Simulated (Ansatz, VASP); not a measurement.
## CdTe in VASP and in Ansatz

```xyz
2
Lattice="0.0000 3.2262 3.2262 3.2262 0.0000 3.2262 3.2262 3.2262 0.0000" Properties=species:S:1:pos:R:3 pbc="T T T"
Te    4.8393    4.8393    4.8393
Cd    0.0000    0.0000    0.0000
```

Change from the starting cell: volume scaled by 1.02.

Alike in both runs: task single point; functional PBEsol; dispersion D4; k mesh 7 × 7 × 7; occupations methfessel-paxton of order 1, width 0.01 eV; collinear spin; fixed moment 1 μB.

```csv
,VASP,Ansatz
version,VASP 6.6.1,Ansatz 0.2.0
potentials or method,"VASP PAW PBE potentials, release 64 (Te, Cd), cutoff 520 eV","all-electron LAPW, scalar-relativistic"
```

|  | VASP | Ansatz | Ansatz less VASP |
| --- | --- | --- | --- |
| pressure (GPa) | 3.1 | 2.9 | -0.18 |
| size of the moment on the site where the two differ most (μB) | 0.35 | 0.41 | +0.057 |

VASP's potentials were made for PBE, not for PBEsol. Site moments also hang on the region over which each program counts them. Ansatz ran all-electron here, and VASP with PAW potentials.

Neither program's run includes spin-orbit coupling.
